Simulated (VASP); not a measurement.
# HfO2 (Pnma) in VASP: settings compared, part 2 of 2

VASP 6.6.1. The steps go on from the part before.

## (3) Relaxation of cell and atoms, PBEsol

This run uses another cell than the first one, of 10.04 Å³/atom.

Input file INCAR:

```
ALGO = Normal
EDIFF = 1E-7
EDIFFG = -0.01
ENCUT = 600
GGA = PS
IBRION = 2
ISIF = 3
ISMEAR = -1
LASPH = T
LCHARG = F
LREAL = F
LWAVE = F
NELM = 100
NSW = 60
PREC = Accurate
SIGMA = 0.05
```

Input file KPOINTS:

```
k-points
0
Gamma
  5 8 4
```

Input file POSCAR:

```
HfO2
1.0
    5.5563950000      0.0000000000      0.0000000000
    0.0000000000      3.3335970000      0.0000000000
    0.0000000000      0.0000000000      6.5049950000
Hf O
4 8
Direct
    0.7486820000      0.7500000000      0.6078710000
    0.2513180000      0.2500000000      0.3921290000
    0.2486820000      0.7500000000      0.8921290000
    0.7513180000      0.2500000000      0.1078710000
    0.6394990000      0.2500000000      0.4234000000
    0.3605010000      0.7500000000      0.5766000000
    0.1394990000      0.2500000000      0.0766000000
    0.8605010000      0.7500000000      0.9234000000
    0.5207940000      0.2500000000      0.8414530000
    0.4792060000      0.7500000000      0.1585470000
    0.0207940000      0.2500000000      0.6585470000
    0.9792060000      0.7500000000      0.3414530000
```

Potentials or basis: VASP PAW PBE potentials, release 64 (Hf_pv, O).

Run with:

```sh
> cat potpaw_PBE.64/Hf_pv/POTCAR potpaw_PBE.64/O/POTCAR > POTCAR
> mpirun -np 1 vasp_std > vasp.out
```

It took 72 min on 1 thread of Oxide Virtual Turin-like, shared host; peak memory 0.41 GiB.

It converged, with:

- Free energy: -126.2940 eV
- Relaxed volume: 9.65 Å³/atom
- Relaxed cell: a = 5.504 Å, b = 3.276 Å, c = 6.424 Å, α = 90.00°, β = 90.00°, γ = 90.00°
- Space group after relaxing (to 0.1 Å): Pnma (No. 62)
- Energy gained by relaxing: 11.7 meV/atom
- Ionic steps: 14
- Pressure after relaxing: 0.0 GPa
- Largest force after relaxing: 0.009 eV/Å
- Band gap on the k mesh: 3.25 eV

Forces in eV/Å, atoms in the order of the input:
```
Hf   0.004  0.000 -0.004
Hf  -0.004  0.000  0.004
Hf   0.004  0.000  0.004
Hf  -0.004  0.000 -0.004
O    0.003  0.000 -0.008
O   -0.003  0.000  0.008
O    0.003  0.000  0.008
O   -0.003  0.000 -0.008
O    0.009  0.000 -0.003
O   -0.009  0.000  0.003
O    0.009  0.000  0.003
O   -0.009  0.000 -0.003
```

The path:
```
step  energy change (eV)  largest force (eV/Å)  pressure (GPa)  volume (Å³)
   1              0.0000                0.0869           -9.54       120.49
   2              0.2060                0.5881           18.01       110.37
   3             -0.1243                0.1740           -0.22       116.51
   4             -0.1243                0.1788           -0.03       116.43
   5             -0.1310                0.0832            0.04       116.22
   6             -0.1325                0.1354            0.11       116.06
   7             -0.1365                0.0709           -0.14       116.05
   8             -0.1378                0.0574           -0.38       116.05
   9             -0.1388                0.0471            0.72       115.57
  10             -0.1391                0.0327            0.38       115.72
  11             -0.1397                0.0373           -0.20       115.91
  12             -0.1398                0.0330           -0.06       115.86
  13             -0.1400                0.0105           -0.01       115.84
  14             -0.1400                0.0093           -0.01       115.84
```

Final structure:
```
Hf O
1.0
     5.50421    0.00000    0.00000
     0.00000    3.27592    0.00000
     0.00000    0.00000    6.42425
Hf O
4 8
Cartesian
  4.1083 2.4569 3.9306
  1.3959 0.8190 2.4936
  1.3562 2.4569 5.7058
  4.1480 0.8190 0.7185
  3.5254 0.8190 2.7358
  1.9788 2.4569 3.6884
  0.7733 0.8190 0.4763
  4.7309 2.4569 5.9479
  2.8827 0.8190 5.3912
  2.6215 2.4569 1.0331
  0.1306 0.8190 4.2452
  5.3736 2.4569 2.1791
```

Levels at points of the mesh, in eV from the valence-band top:
```csv
k point,band 41,band 42,band 43,band 44,band 45,band 46,band 47,band 48
"(0.00, 0.00, 0.00)",-0.91,-0.28,-0.07,0.00,3.25,4.39,4.42,4.98
"(0.00, 0.50, 0.00)",-0.96,-0.96,-0.70,-0.70,5.30,5.30,6.10,6.10
"(0.00, 0.00, 0.50)",-0.62,-0.62,-0.38,-0.38,4.22,4.22,4.94,4.94
"(0.00, 0.50, 0.50)",-1.06,-1.06,-0.87,-0.87,5.25,5.25,6.36,6.36
```

Caveat: the PAW data sets were made with another functional, which shifts forces and pressure a little; spin-orbit coupling is left out, which moves the levels of the heavy elements.

## (4) Relaxation of cell and atoms, LDA

This run uses another cell than the first one, of 10.04 Å³/atom.

Input file INCAR:

```
SYSTEM = HfO2
  PREC = Accurate
  ENCUT = 600
  EDIFF = 1E-7
  ISMEAR = -1
  SIGMA = 0.05
  LREAL = .False.
  LASPH = .True.
  NELM = 60
  ALGO = Normal
  ISIF = 3
  LWAVE = .False.
  LCHARG = .False.
  IBRION = 2
  NSW = 60
  EDIFFG = -0.01
```

Input file KPOINTS:

```
regular mesh
0
Gamma
  5 8 4
  0 0 0
```

POSCAR is that of step 3.

Potentials or basis: VASP PAW LDA potentials, release 64 (Hf_pv, O).

Run with:

```sh
> cat potpaw_LDA.64/Hf_pv/POTCAR potpaw_LDA.64/O/POTCAR > POTCAR
> mpirun -np 1 vasp_std > vasp.out
```

It took 1.8 h on 1 thread of Oxide Virtual Turin-like, shared host; peak memory 0.35 GiB.

The run converged. Its results:

```yaml
Free_energy: -132.1981 eV
Relaxed_volume: 9.41 Å³/atom
Relaxed_cell: a = 5.467 Å, b = 3.242 Å, c = 6.373 Å, α = 90.00°, β = 90.00°, γ = 90.00°
Space_group_after_relaxing_to_0.1_Å: Pnma (No. 62)
Energy_gained_by_relaxing: 33.0 meV/atom
Ionic_steps: 18
Pressure_after_relaxing: 0.0 GPa
Largest_force_after_relaxing: 0.005 eV/Å
Band_gap_on_the_k_mesh: 3.18 eV
```

Forces on the atoms (eV/Å):
```
Hf   0.000  0.000 -0.001
Hf   0.000  0.000  0.001
Hf   0.000  0.000  0.001
Hf   0.000  0.000 -0.001
O    0.001  0.000 -0.002
O   -0.001  0.000  0.002
O    0.001  0.000  0.002
O   -0.001  0.000 -0.002
O    0.005  0.000 -0.002
O   -0.005  0.000  0.002
O    0.005  0.000  0.002
O   -0.005  0.000 -0.002
```

Step by step:
| step | energy change (eV) | largest force (eV/Å) | pressure (GPa) | volume (Å³) |
| --- | --- | --- | --- | --- |
| 1 | 0.0000 | 0.1770 | -16.21 | 120.49 |
| 2 | 0.7298 | 1.1251 | 36.62 | 103.63 |
| 3 | -0.3572 | 0.2915 | -0.62 | 113.99 |
| 4 | -0.3575 | 0.3020 | -0.22 | 113.83 |
| 5 | -0.3574 | 0.3105 | 0.16 | 113.70 |
| 6 | -0.3749 | 0.1289 | 0.34 | 113.35 |
| 7 | -0.3775 | 0.2198 | 0.48 | 113.14 |
| 8 | -0.3875 | 0.1099 | -0.72 | 113.41 |
| 9 | -0.3888 | 0.0965 | -1.30 | 113.55 |
| 10 | -0.3932 | 0.0759 | 0.43 | 112.86 |
| 11 | -0.3932 | 0.0711 | 0.25 | 112.93 |
| 12 | -0.3949 | 0.0422 | 0.16 | 112.93 |
| 13 | -0.3951 | 0.0529 | 0.11 | 112.92 |
| 14 | -0.3956 | 0.0168 | -0.13 | 113.00 |
| 15 | -0.3956 | 0.0151 | -0.19 | 113.02 |
| 16 | -0.3956 | 0.0147 | 0.15 | 112.91 |
| 17 | -0.3956 | 0.0104 | 0.03 | 112.95 |
| 18 | -0.3957 | 0.0050 | 0.02 | 112.95 |

Final structure:
```
Hf O
1.0
     5.46677    0.00000    0.00000
     0.00000    3.24186    0.00000
     0.00000    0.00000    6.37345
Hf O
4 8
Direct
  0.74534 0.75000 0.61364
  0.25466 0.25000 0.38636
  0.24534 0.75000 0.88636
  0.75466 0.25000 0.11364
  0.64082 0.25000 0.42683
  0.35918 0.75000 0.57317
  0.14082 0.25000 0.07317
  0.85918 0.75000 0.92683
  0.52513 0.25000 0.83831
  0.47487 0.75000 0.16169
  0.02513 0.25000 0.66169
  0.97487 0.75000 0.33831
```

Levels at points of the mesh, in eV from the valence-band top:
| k point | band 41 | band 42 | band 43 | band 44 | band 45 | band 46 | band 47 | band 48 |
| --- | --- | --- | --- | --- | --- | --- | --- | --- |
| (0.00, 0.00, 0.00) | -0.95 | -0.26 | -0.08 | 0.00 | 3.18 | 4.41 | 4.50 | 4.97 |
| (0.00, 0.50, 0.00) | -1.04 | -1.04 | -0.71 | -0.71 | 5.41 | 5.41 | 6.21 | 6.21 |
| (0.00, 0.00, 0.50) | -0.64 | -0.64 | -0.37 | -0.37 | 4.22 | 4.22 | 4.91 | 4.91 |
| (0.00, 0.50, 0.50) | -1.13 | -1.13 | -0.91 | -0.91 | 5.36 | 5.36 | 6.46 | 6.46 |

Caveat: spin-orbit coupling is left out, which moves the levels of the heavy elements. A k mesh can miss the band edges.

## (5) Relaxation of cell and atoms, RPBE+D4

This run uses another cell than the first one, of 10.04 Å³/atom.

Input file INCAR:

```
SYSTEM = HfO2
ALGO     = Normal         ! electronic algorithm
EDIFF    = 1E-6           ! SCF threshold, eV
EDIFFG   = -0.01          ! ionic threshold
ENCUT    = 600            ! plane-wave cutoff, eV
GGA      = RP             ! functional
IBRION   = 2              ! ionic algorithm
ISIF     = 3              ! what is computed and relaxed
ISMEAR   = -1             ! smearing method
IVDW     = 13             ! dispersion correction
LASPH    = .TRUE.         ! aspherical terms in the spheres
LCHARG   = .FALSE.        ! write CHGCAR
LREAL    = .FALSE.        ! projectors in reciprocal space
LWAVE    = .FALSE.        ! write WAVECAR
NELM     = 60             ! most SCF steps
NSW      = 60             ! ionic steps
PREC     = Accurate       ! precision mode
SIGMA    = 0.05           ! smearing width, eV
```

Input file KPOINTS:

```
k-points
0
G
  5 8 4
  0 0 0
```

POSCAR is that of step 4.

Potentials or basis: VASP PAW PBE potentials, release 64 (Hf_pv, O).

Run with:

```sh
> cat potpaw_PBE.64/Hf_pv/POTCAR potpaw_PBE.64/O/POTCAR > POTCAR
> mpirun -np 1 vasp_std > vasp.out
```

Wall time 25 min (1 thread of Oxide Virtual Turin-like, shared host); peak memory 0.41 GiB.

Results (log left out):

| Quantity | Value |
| --- | --- |
| Free energy | -120.1429 eV |
| Relaxed volume | 9.89 Å³/atom |
| Relaxed cell | a = 5.531 Å, b = 3.317 Å, c = 6.473 Å, α = 90.00°, β = 90.00°, γ = 90.00° |
| Space group after relaxing (to 0.1 Å) | Pnma (No. 62) |
| Energy gained by relaxing | 1.7 meV/atom |
| Ionic steps | 9 |
| Pressure after relaxing | 0.0 GPa |
| Largest force after relaxing | 0.010 eV/Å |
| Band gap on the k mesh | 3.48 eV |
| Dispersion energy per atom | -0.451 eV |

Forces in eV/Å, atoms in the order of the input:
```
Hf  -0.001  0.000  0.008
Hf   0.001  0.000 -0.008
Hf  -0.001  0.000 -0.008
Hf   0.001  0.000  0.008
O   -0.009  0.000  0.003
O    0.009  0.000 -0.003
O   -0.009  0.000 -0.003
O    0.009  0.000  0.003
O    0.008  0.000  0.004
O   -0.008  0.000 -0.004
O    0.008  0.000 -0.004
O   -0.008  0.000  0.004
```

Step by step:
```tsv
step	energy change (eV)	largest force (eV/Å)	pressure (GPa)	volume (Å³)
1	0.0000	0.0567	-3.67	120.49
2	0.0225	0.2007	5.68	116.53
3	-0.0191	0.0639	-0.03	118.87
4	-0.0197	0.0244	-0.02	118.80
5	-0.0198	0.0307	-0.01	118.77
6	-0.0200	0.0151	0.01	118.74
7	-0.0201	0.0142	0.02	118.72
8	-0.0201	0.0172	0.03	118.71
9	-0.0202	0.0099	-0.05	118.72
```

Final structure:
```
Hf O
1.0
     5.53065    0.00000    0.00000
     0.00000    3.31651    0.00000
     0.00000    0.00000    6.47258
Hf O
4 8
Cartesian
  4.1391 2.4874 3.9375
  1.3915 0.8291 2.5351
  1.3738 2.4874 5.7714
  4.1568 0.8291 0.7012
  3.5400 0.8291 2.7427
  1.9906 2.4874 3.7298
  0.7747 0.8291 0.4935
  4.7560 2.4874 5.9790
  2.8820 0.8291 5.4408
  2.6486 2.4874 1.0318
  0.1167 0.8291 4.2680
  5.4139 2.4874 2.2045
```

Levels at points of the mesh, in eV from the valence-band top:
```
           k point  band 42  band 43  band 44  band 45  band 46  band 47
(0.00, 0.00, 0.00)    -0.33    -0.06     0.00     3.48     4.44     4.51
(0.00, 0.50, 0.00)    -0.82    -0.71    -0.71     5.24     5.24     6.06
(0.00, 0.00, 0.50)    -0.59    -0.40    -0.40     4.35     4.35     5.09
(0.00, 0.50, 0.50)    -0.94    -0.82    -0.82     5.19     5.19     6.29
```

Caveat: the PAW data sets were made with another functional, which shifts forces and pressure a little; spin-orbit coupling is left out, which moves the levels of the heavy elements. A k mesh can miss the band edges.

## (6) Summary

```tsv
task	level	potentials or basis	U	cell	k mesh	cutoff (eV)	gap on the mesh (eV)	pressure (GPa)	relaxed volume (Å³/atom)	largest force (eV/Å)
single point	PBE+U	VASP PAW PBE potentials, release 64 (Hf_pv, O)	Hf d U = 6.0 eV	a = 5.614, b = 3.438, c = 6.688 Å, 12 atoms, atomic positions A	4 × 6 × 3	520	4.32	4.6	-	0.46
relaxation of cell and atoms	PBEsol	VASP PAW PBE potentials, release 64 (Hf_pv, O)	-	relaxed from a = 5.556, b = 3.334, c = 6.505 Å, 12 atoms, atomic positions B	5 × 8 × 4	600	3.25	0.0	9.65	0.01
relaxation of cell and atoms	LDA	VASP PAW LDA potentials, release 64 (Hf_pv, O)	-	relaxed from a = 5.556, b = 3.334, c = 6.505 Å, 12 atoms, atomic positions B	5 × 8 × 4	600	3.18	0.0	9.41	0.01
relaxation of cell and atoms	RPBE+D4	VASP PAW PBE potentials, release 64 (Hf_pv, O)	-	relaxed from a = 5.556, b = 3.334, c = 6.505 Å, 12 atoms, atomic positions B	5 × 8 × 4	600	3.48	0.0	9.89	0.01
```

Alike in all rows: no spin polarisation; smearing fermi-dirac 0.05 eV.

Caveats: spin-orbit coupling is left out, which moves the levels of the heavy elements; the PAW data sets were made with another functional, which shifts forces and pressure a little (at least some runs); the cell stands under pressure (at least some runs).

Total energies depend on the potentials used, so only differences within one code and one set of settings carry meaning.
